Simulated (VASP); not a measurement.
Set up this calculation in VASP 6.6.1, as the native input.

```yaml
Task: single point
Functional: r2SCAN
Potentials_or_basis: VASP PAW PBE potentials, release 64 (Os)
Cutoff: 520 eV
k_mesh: 20 × 20 × 20
Occupations: gaussian, width 0.15 eV
Spin: no spin polarisation
Dipole_correction: no
Further_INCAR_settings: ALGO = Normal; EDIFF = 1e-07; NBANDS = 10
```

Os:

```xyz
1
Lattice="0.0000 1.8866 1.9742 1.8866 0.0000 1.9742 1.8866 1.8866 0.0000" Properties=species:S:1:pos:R:3 pbc="T T T"
Os    0.0000    0.0000    0.0000
```

This cell differs from its parent crystal: strain -0.030 along x and y, +0.015 along z.

The input as run:

POSCAR

```
Os
1.0
    0.0000000000      1.8866500000      1.9741750000
    1.8866500000      0.0000000000      1.9741750000
    1.8866500000      1.8866500000      0.0000000000
Os
1
Direct
    0.0000000000      0.0000000000      0.0000000000
```

INCAR.step1

```
SYSTEM = Os
ALGO     = Normal         ! electronic algorithm
EDIFF    = 1E-4           ! SCF threshold, eV
ENCUT    = 520            ! plane-wave cutoff, eV
GGA      = PE             ! functional
ISMEAR   = 0              ! smearing method
LASPH    = .True.         ! aspherical terms in the spheres
LCHARG   = .False.        ! write CHGCAR
LREAL    = .False.        ! projectors in reciprocal space
LWAVE    = .True.         ! write WAVECAR
NBANDS   = 10             ! bands
NELM     = 100            ! most SCF steps
PREC     = Accurate       ! precision mode
SIGMA    = 0.15           ! smearing width, eV
```

INCAR.step2

```
SYSTEM = Os
ALGO     = Normal         ! electronic algorithm
EDIFF    = 1E-7           ! SCF threshold, eV
ENCUT    = 520            ! plane-wave cutoff, eV
ISIF     = 2              ! what is computed and relaxed
ISMEAR   = 0              ! smearing method
ISTART   = 1            
LASPH    = .True.         ! aspherical terms in the spheres
LCHARG   = .True.         ! write CHGCAR
LELF     = .True.         ! ELF
LMIXTAU  = .True.       
LREAL    = .False.        ! projectors in reciprocal space
LVHAR    = .True.       
LWAVE    = .False.        ! write WAVECAR
METAGGA  = R2SCAN         ! meta-GGA
NBANDS   = 10             ! bands
NELM     = 100            ! most SCF steps
PREC     = Accurate       ! precision mode
SIGMA    = 0.15           ! smearing width, eV
```

KPOINTS

```
k-points
0
Gamma
  20 20 20
  0 0 0
```

Potentials or basis: VASP PAW PBE potentials, release 64 (Os).

Launch:

```console
$ cat potpaw_PBE.64/Os/POTCAR > POTCAR
$ cp INCAR.step1 INCAR
$ mpirun -np 1 vasp_std > vasp.out
$ cp INCAR.step2 INCAR
$ mpirun -np 1 vasp_std > vasp.out
```

It gave:

- Pressure: 2.0 GPa
- Band gap on the k mesh: zero (bands 4 and 5 overlap by 4.45 eV)

Caveat: the cell differs from its parent crystal (strain -0.030 along x and y, +0.015 along z); the PAW data sets were made with another functional, which shifts forces and pressure a little; spin-orbit coupling is left out, which moves the levels of the heavy elements.

Wall time 3.7 min on 1 thread of Intel(R) Xeon(R) 6975P-C (Granite Rapids) (shared host), peak memory 0.21 GiB.
